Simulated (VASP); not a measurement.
# Mo (Im-3m) in VASP: a series of runs

Runs on Mo. Level: PBE. Tasks: single point.

All numbers are computed with VASP 6.6.1; they aren't measurements. Logs are shortened: lines on timing, memory, paths and dates and some standing lists are left out, and cuts for length are marked.

### 1 The cell of the first run

It takes space group Im-3m (No. 229, cubic). The conventional cell has a = 3.222 Å, b = 3.222 Å, c = 3.222 Å, α = 90.00°, β = 90.00°, γ = 90.00°. Within 3.7 Å of Mo (site symmetry m-3m) lie 14 Mo at 2.79 to 3.22 Å.

### 2 Single point, PBE (volume scaled by 1.06)

Contents of INCAR:

```
ALGO     = Normal         # electronic algorithm
EDIFF    = 1E-6           # SCF threshold, eV
ENCUT    = 500            # plane-wave cutoff, eV
GGA      = PE             # functional
GGA_COMPAT= False        
ISIF     = 2              # what is computed and relaxed
ISMEAR   = 0              # smearing method
LASPH    = True           # aspherical terms in the spheres
LCHARG   = True           # write CHGCAR
LELF     = True           # ELF
LREAL    = False          # projectors in reciprocal space
LVHAR    = True         
LWAVE    = False          # write WAVECAR
NBANDS   = 13             # bands
NELM     = 120            # most SCF steps
PREC     = Accurate       # precision mode
SIGMA    = 0.1            # smearing width, eV
```

Contents of KPOINTS:

```
k-points
0
Gamma
  18 18 18
```

Contents of POSCAR:

```
Mo
1.0
   -1.6112132688      1.6112132688      1.6112132688
    1.6112132688     -1.6112132688      1.6112132688
    1.6112132688      1.6112132688     -1.6112132688
Mo
1
Direct
    0.0000000000      0.0000000000      0.0000000000
```

Potentials or basis: VASP PAW PBE potentials, release 64 (Mo_sv).

The run is started by

```sh
> cat potpaw_PBE.64/Mo_sv/POTCAR > POTCAR
> mpirun -np 1 vasp_std > vasp.out
```

OUTCAR:

```text
EDIFF = 1E-6
   ENCUT = 500
   GGA = PE
   ISIF = 2
   ISMEAR = 0
   LASPH = True
   LREAL = False
   NELM = 120
   PREC = Accurate

 ion  position               nearest neighbor table
   1  0.000  0.000  0.000-

  LATTYP: Found a body centered cubic cell.
 ALAT       =     3.2224265376

  Lattice vectors:

 A1 = (  -1.6112132688,   1.6112132688,   1.6112132688)
 A2 = (   1.6112132688,  -1.6112132688,   1.6112132688)
 A3 = (   1.6112132688,   1.6112132688,  -1.6112132688)

Analysis of symmetry for initial positions (statically):
=====================================================================
 Subroutine PRICEL returns:
 Original cell was already a primitive cell.

 Routine SETGRP: Setting up the symmetry group for a
 body centered cubic supercell.

 Subroutine GETGRP returns: Found 48 space group operations
 (whereof 48 operations were pure point group operations)
 out of a pool of 48 trial point group operations.

The static configuration has the point symmetry O_h .

Analysis of symmetry for dynamics (positions and initial velocities):
=====================================================================
 Subroutine PRICEL returns:
 Original cell was already a primitive cell.

 Routine SETGRP: Setting up the symmetry group for a
 body centered cubic supercell.

 Subroutine GETGRP returns: Found 48 space group operations
 (whereof 48 operations were pure point group operations)
 out of a pool of 48 trial point group operations.

The dynamic configuration has the point symmetry O_h .

 Subroutine INISYM returns: Found 48 space group operations
 (whereof 48 operations are pure point group operations),
 and found     1 'primitive' translations

----------------------------------------------------------------------------------------

                                     Primitive cell

  volume of cell :      16.7309

  direct lattice vectors                    reciprocal lattice vectors
    -1.611213269  1.611213269  1.611213269     0.000000000  0.310325150  0.310325150
     1.611213269 -1.611213269  1.611213269     0.310325150  0.000000000  0.310325150
     1.611213269  1.611213269 -1.611213269     0.310325150  0.310325150  0.000000000

  length of vectors
     2.790703243  2.790703243  2.790703243     0.438866036  0.438866036  0.438866036

  position of ions in fractional coordinates (direct lattice)
     0.000000000  0.000000000  0.000000000

  ion indices of the primitive-cell ions
   primitive index   ion index
                 1           1

----------------------------------------------------------------------------------------

 KPOINTS: k-points

Automatic generation of k-mesh.
 Grid dimensions read from file:
 generate k-points for:   18   18   18

 Generating k-lattice:

  Cartesian coordinates                     Fractional coordinates (reciprocal lattice)
     0.000000000  0.017240286  0.017240286     0.055555556  0.000000000  0.000000000
     0.017240286  0.000000000  0.017240286     0.000000000  0.055555556  0.000000000
     0.017240286  0.017240286  0.000000000     0.000000000  0.000000000  0.055555556

  Length of vectors
     0.024381446  0.024381446  0.024381446

  Shift w.r.t. Gamma in fractional coordinates (k-lattice)
     0.000000000  0.000000000  0.000000000

 Subroutine IBZKPT returns following result:
 ===========================================

 Found    195 irreducible k-points:

 Following reciprocal coordinates:
            Coordinates               Weight
  0.000000  0.000000  0.000000      1.000000
  0.055556  0.000000  0.000000     12.000000
  0.111111  0.000000  0.000000     12.000000
  0.166667  0.000000  0.000000     12.000000
  0.222222  0.000000  0.000000     12.000000
  0.277778  0.000000  0.000000     12.000000
[... 16 lines left out ...]
  0.333333  0.111111 -0.000000     48.000000
  0.388889  0.111111 -0.000000     48.000000
 [... further k-points ...]
   k-points           NKPTS =    195   k-points in BZ     NKDIM =    195   number of bands    NBANDS=     13
   number of dos      NEDOS =    301   number of ions     NIONS =      1
   total plane-waves  NPLWV =   8000
   dimension x,y,z NGX =    20 NGY =   20 NGZ =   20
   dimension x,y,z NGXF=    40 NGYF=   40 NGZF=   40
   ions per type =               1
   NGX,Y,Z   is equivalent  to a cutoff of  11.91, 11.91, 11.91 a.u.
   NGXF,Y,Z  is equivalent  to a cutoff of  23.83, 23.83, 23.83 a.u.
 SYSTEM =  unknown system
   PREC   = accura    normal or accurate (medium, high low for compatibility)
   ISTART =      0    job   : 0-new  1-cont  2-samecut
   ICHARG =      2    charge: 1-file 2-atom 10-const
   ISPIN  =      1    spin polarized calculation?
   LNONCOLLINEAR =      F non collinear calculations
   LSORBIT =      F    spin-orbit coupling
   LASPH  =      T    aspherical Exc in radial PAW
   ENCUT  =  500.0 eV  36.75 Ry    6.06 a.u.   5.09  5.09  5.09*2*pi/ulx,y,z
   NELM   =    120;   NELMIN=  2; NELMDL= -5     # of ELM steps
   EDIFF  = 0.1E-05   stopping-criterion for ELM
   LREAL  =      F    real-space projection
   EDIFFG = 0.1E-04   stopping-criterion for IOM
   NSW    =      0    number of steps for IOM
   IBRION =     -1    ionic relax: 0-MD 1-quasi-New 2-CG
   NFREE  =      0    steps in history (QN), initial steepest desc. (CG)
   ISIF   =      2    stress and relaxation
   ISYM   =      2    0-nonsym 1-usesym 2-fastsym
   POTIM  = 0.5000    time-step for ionic-motion
   TEBEG  =    0.0;   TEEND  =   0.0 temperature during run
   PSTRESS=    0.0 pullay stress
   NELECT =      14.0000    total number of electrons
   NUPDOWN=      -1.0000    fix difference up-down
   EMIN   =  10.00;   EMAX   =-10.00  energy-range for DOS
   EFERMI =   0.00;   METHOD = LEGACY
   ISMEAR =     0;   SIGMA  =   0.10  broadening in eV -4-tet -1-fermi 0-gaus
   EFERMI_NEDOS =   21; number of points for ismear=-14 and -15
   IALGO  =     38    algorithm
   IMIX   =      4    mixing-type and parameters
     AMIX     =   0.40;   BMIX     =  1.00
     AMIX_MAG =   1.60;   BMIX_MAG =  1.00
  volume/ion in A,a.u.               =      16.73       112.91
  Fermi-wavevector in a.u.,A,eV,Ry     =   1.542687  2.915256 32.380276  2.379883
  Thomas-Fermi vector in A             =   2.648456
   LORBIT       =      0    0 simple, 1 ext, 2 COOP (PROOUT), +10 PAW based schemes
   GGA     = PE    functional components
   LHFCALC =     F    Hartree Fock is set to
   AEXX    =    0.0000 exact exchange contribution
   IVDW    =     0    specifies the selected vdW correction
   LEPSILON=     F    determine dielectric tensor
   LRPA    =     F    only Hartree local field effects (RPA)
 non-spin polarized calculation
 Gauss-broadening in eV      SIGMA  =   0.10
  energy-cutoff  :      500.00
  volume of cell :       16.73
 maximum number of plane-waves:       438
   NGX = 11   NGY = 11   NGZ = 11

 number of electron      13.9999999 magnetization

 Free energy of the ion-electron system (eV)
  ---------------------------------------------------
  ext. energy  EPLUGINS =         0.00000000
  ---------------------------------------------------
  free energy    TOTEN  =       -10.89647106 eV

  energy without entropy =      -10.89323413  energy(sigma->0) =      -10.89485260

 E-fermi :  11.5352     XC(G=0): -13.0112

 val. band max:       11.5255714400   @ k =  -0.1667   0.1667   0.1111
 cond. band min:      11.5418656135   @ k =   0.3889   0.1111   0.0556
 fundamental gap:      0.0162941735
 Fermi energy:        11.5352463157

 k-point     1 :       0.0000    0.0000    0.0000
  band No.  band energies     occupation
      1     -49.7543      2.00000
      2     -23.1609      2.00000
      3     -23.1609      2.00000
      4     -23.1609      2.00000
      5       4.5300      2.00000
      6      10.2880      2.00000
      7      10.2880      2.00000
      8      10.2880      2.00000
      9      13.0685      0.00000
     10      13.0685      0.00000
     11      26.2477      0.00000
     12      26.2477      0.00000
     13      26.2477      0.00000

 k-point     2 :       0.0556    0.0000    0.0000
  band No.  band energies     occupation
      1     -49.7484      2.00000
      2     -23.1970      2.00000
      3     -23.1722      2.00000
      4     -23.1611      2.00000
      5       4.6572      2.00000
      6      10.2185      2.00000
      7      10.2774      2.00000
      8      10.4050      2.00000
      9      12.9675      0.00000
     10      13.0708      0.00000
     11      26.3384      0.00000
     12      26.4601      0.00000
     13      26.4754      0.00000

 k-point     3 :       0.1111    0.0000    0.0000
  band No.  band energies     occupation
      1     -49.7312      2.00000
      2     -23.3000      2.00000
      3     -23.2046      2.00000
      4     -23.1617      2.00000
      5       5.0224      2.00000
      6      10.0248      2.00000
      7      10.2292      2.00000
      8      10.7511      2.00000
      9      12.7417      0.00000
     10      13.0820      0.00000
     11      26.5473      0.00000
     12      27.0264      0.00000
     13      27.0795      0.00000
[... 305 lines left out ...]
 k-point    23 :       0.3333    0.1111   -0.0000
  band No.  band energies     occupation
      1     -49.5705      2.00000
      2     -24.1385      2.00000
      3     -23.5163      2.00000
      4     -23.2156      2.00000
      5       7.0808      2.00000
      6       8.6912      2.00000
      7      10.8657      2.00000
      8      12.8491      0.00000
      9      13.7495      0.00000
     10      15.6283      0.00000
     11      23.4062      0.00000
     12      24.5570      0.00000
     13      28.4978      0.00000

 k-point    24 :       0.3889    0.1111   -0.0000
  band No.  band energies     occupation
      1     -49.5539      2.00000
      2     -24.2171      2.00000
      3     -23.5543      2.00000
      4     -23.2169      2.00000
      5       6.9768      2.00000
      6       8.5736      2.00000
      7      11.4584      1.72283
      8      12.9560      0.00000
      9      13.9694      0.00000
     10      16.4319      0.00000
     11      22.3310      0.00000
     12      24.0140      0.00000
     13      27.6509      0.00000

 [... further k-points ...]

------------------------ aborting loop because EDIFF is reached ----------------------------------------

  FORCE on cell =-STRESS in cart. coord.  units (eV):
  Direction    XX          YY          ZZ          XY          YZ          ZX
  --------------------------------------------------------------------------------------
  -------------------------------------------------------------------------------------
  Total       -1.3483174     -1.3483174     -1.3483174      0.0000000      0.0000000     -0.0000000
  in kB     -129.1170592   -129.1170592   -129.1170592      0.0000000      0.0000000     -0.0000000
  external PRESSURE =    -129.1170592 kB  Pullay stress =       0.0000000 kB

 VOLUME and BASIS-vectors are now :
 -----------------------------------------------------------------------------
  energy-cutoff  :      500.00
  volume of cell :       16.73
      direct lattice vectors                 reciprocal lattice vectors
    -1.611213269  1.611213269  1.611213269     0.000000000  0.310325150  0.310325150
     1.611213269 -1.611213269  1.611213269     0.310325150  0.000000000  0.310325150
     1.611213269  1.611213269 -1.611213269     0.310325150  0.310325150  0.000000000

 POSITION                                       TOTAL-FORCE (eV/Angst)
 -----------------------------------------------------------------------------------
      0.00000      0.00000      0.00000        -0.000000      0.000000     -0.000000
 -----------------------------------------------------------------------------------
    total drift:                                0.000000      0.000000      0.000000

  FREE ENERGIE OF THE ION-ELECTRON SYSTEM (eV)
  ---------------------------------------------------
  free  energy   TOTEN  =       -10.8964710613 eV

  energy  without entropy=      -10.8932341317  energy(sigma->0) =      -10.89485260
```

Wall time 16 s (1 thread of Intel Xeon 6975P-C, shared host); peak memory 0.15 GiB.

What came out:

```
Free energy            : -10.8965 eV
Pressure               : -12.9 GPa
Band gap on the k mesh : zero (band 7 reaches 15.13 eV, above the bottom of band 8 at 10.29 eV)
```

Levels at points of the mesh, in eV from the Fermi level:
```tsv
k point	band 4	band 5	band 6	band 7	band 8	band 9	band 10	band 11
(0.00, 0.00, 0.00)	-34.70	-7.01	-1.25	-1.25	-1.25	1.53	1.53	14.71
(0.50, 0.00, 0.00)	-34.70	-4.93	-3.10	1.39	1.53	2.10	4.28	10.63
(0.50, 0.50, 0.50)	-35.48	-4.94	-4.94	3.60	3.60	3.60	8.55	8.55
```

Caveat: the cell differs from its parent crystal (volume scaled by 1.06).

### 3 Single point, PBE (volume scaled by 1.10)

Contents of INCAR:

```
  PREC = Accurate
  ENCUT = 500
  EDIFF = 1E-6
  ISMEAR = 0
  SIGMA = 0.1
  LREAL = False
  LASPH = True
  NELM = 120
  ALGO = Normal
  ISIF = 2
  LWAVE = False
  LCHARG = False
  GGA = PE
  NBANDS = 13
  GGA_COMPAT = False
```

Contents of KPOINTS:

```
regular mesh
0
Gamma
  18 18 18
```

Contents of POSCAR:

```
Mo
1.0
   -1.6312303872      1.6312303872      1.6312303872
    1.6312303872     -1.6312303872      1.6312303872
    1.6312303872      1.6312303872     -1.6312303872
Mo
1
Direct
    0.0000000000      0.0000000000      0.0000000000
```

Potentials or basis: VASP PAW PBE potentials, release 64 (Mo_sv).

The run is started by

```sh
> cat potpaw_PBE.64/Mo_sv/POTCAR > POTCAR
> mpirun -np 1 vasp_std > vasp.out
```

It took 19 s on 1 thread of Intel Xeon 6975P-C, shared host; peak memory 0.17 GiB.

Results (log left out):

- Free energy: -10.8317 eV
- Pressure: -19.8 GPa
- Band gap on the k mesh: zero (band 7 reaches 14.39 eV, above the bottom of band 8 at 9.79 eV)

Levels at points of the mesh, in eV from the Fermi level:
```csv
k point,band 3,band 4,band 5,band 6,band 7,band 8,band 9,band 10,band 11,band 12
"(0.00, 0.00, 0.00)",-34.76,-34.76,-6.86,-1.18,-1.18,-1.18,1.47,1.47,14.65,14.65
"(0.50, 0.00, 0.00)",-35.09,-34.77,-4.72,-2.94,1.29,1.45,1.99,4.05,10.12,11.73
"(0.50, 0.50, 0.50)",-35.46,-35.46,-4.68,-4.68,3.41,3.41,3.41,8.30,8.30,8.30
```

Caveat: the cell differs from its parent crystal (volume scaled by 1.10).

### 4 Single point, PBE

This run uses another cell than the first one, of 15.80 Å³/atom, 0.944 times its volume.

Contents of INCAR:

```
SYSTEM = Mo
ALGO = Normal
EDIFF = 1E-6
ENCUT = 500
GGA = PE
GGA_COMPAT = .False.
ISIF = 2
ISMEAR = -1
LASPH = .True.
LCHARG = .False.
LREAL = .False.
LWAVE = .False.
NBANDS = 13
NELM = 120
PREC = Accurate
SIGMA = 0.15
```

Contents of KPOINTS:

```
k-points
0
Gamma
  20 20 20
  0 0 0
```

Contents of POSCAR:

```
Mo
1.0
   -1.5807094254      1.5807094254      1.5807094254
    1.5807094254     -1.5807094254      1.5807094254
    1.5807094254      1.5807094254     -1.5807094254
Mo
1
Direct
    0.0000000000      0.0000000000      0.0000000000
```

The run is started by

```sh
> cat potpaw_PBE.64/Mo_sv/POTCAR > POTCAR
> mpirun -np 1 vasp_std > vasp.out
```

Run time: 23 s. Hardware: 1 thread of Intel Xeon Platinum 8375C at 2.90GHz (Ice Lake), shared host; peak memory 0.16 GiB.

Results (log left out):

| Item | Value |
| --- | --- |
| Free energy | -10.9602 eV |
| Pressure | 0.5 GPa |
| Band gap on the k mesh | zero (band 7 reaches 16.35 eV, above the bottom of band 8 at 11.08 eV) |

Levels at points of the mesh, in eV from the Fermi level:
| k point | band 3 | band 4 | band 5 | band 6 | band 7 | band 8 | band 9 | band 10 | band 11 | band 12 |
| --- | --- | --- | --- | --- | --- | --- | --- | --- | --- | --- |
| (0.00, 0.00, 0.00) | -34.56 | -34.56 | -7.19 | -1.33 | -1.33 | -1.33 | 1.66 | 1.66 | 14.83 | 14.83 |
| (0.50, 0.00, 0.00) | -34.99 | -34.57 | -5.25 | -3.34 | 1.60 | 1.68 | 2.30 | 4.68 | 11.50 | 11.95 |
| (0.50, 0.50, 0.50) | -35.49 | -35.49 | -5.35 | -5.35 | 3.93 | 3.93 | 3.93 | 8.99 | 8.99 | 8.99 |

### 5 Summary

```tsv
cell	k mesh	smearing	gap on the mesh (eV)	pressure (GPa)
a = 2.791 Å, angles 109.5°, 1 atom	18 × 18 × 18	gaussian 0.1 eV	none	-12.9
a = 2.825 Å, angles 109.5°, 1 atom	18 × 18 × 18	gaussian 0.1 eV	none	-19.8
a = 2.738 Å, angles 109.5°, 1 atom	20 × 20 × 20	fermi-dirac 0.15 eV	none	0.5
```

Alike in all rows: task single point; level PBE; potentials or basis VASP PAW PBE potentials, release 64 (Mo_sv); no spin polarisation; cutoff (eV) 500.

Absolute energies hang on the potentials; compare differences alone.
